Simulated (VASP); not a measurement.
A run of VASP 6.6.1:

INCAR

```
  ALGO = Normal
  EDIFF = 1E-6
  ENCUT = 520
  GGA = PE
  ISIF = 2
  ISMEAR = 0
  LASPH = T
  LCHARG = F
  LREAL = F
  LWAVE = F
  NBANDS = 22
  NELM = 60
  PREC = Accurate
  SIGMA = 0.1
```

Contents of KPOINTS:

```
k-points
0
Gamma
  15 15 6
```

POSCAR

```
B
1.0
    3.0013639393      0.0000000000      0.0000000000
   -1.5006819697      2.5992574174      0.0000000000
    0.0000000000      0.0000000000      8.0066569107
B
8
Direct
    0.0000000000      0.0000000000      0.1237369710
    0.0000000000      0.0000000000      0.6237369710
    0.0000000000      0.0000000000      0.3762630290
    0.0000000000      0.0000000000      0.8762630290
    0.3333333333      0.6666666667      0.1304948008
    0.6666666667      0.3333333333      0.6304948008
    0.3333333333      0.6666666667      0.3695051992
    0.6666666667      0.3333333333      0.8695051992
```

Potentials or basis: VASP PAW PBE potentials, release 64 (B).

The run is started by

```bash
$ cat potpaw_PBE.64/B/POTCAR > POTCAR
$ mpirun -np 1 vasp_std > vasp.out
```

Hardware: 1 thread of AMD EPYC 7R13 (shared host).

Question: Estimate the wall time of this run.

Answer: Run time: 5.3 min on 1 thread of AMD EPYC 7R13 (shared host), peak memory 0.21 GiB. Counts: scf iterations 12, k points 108.
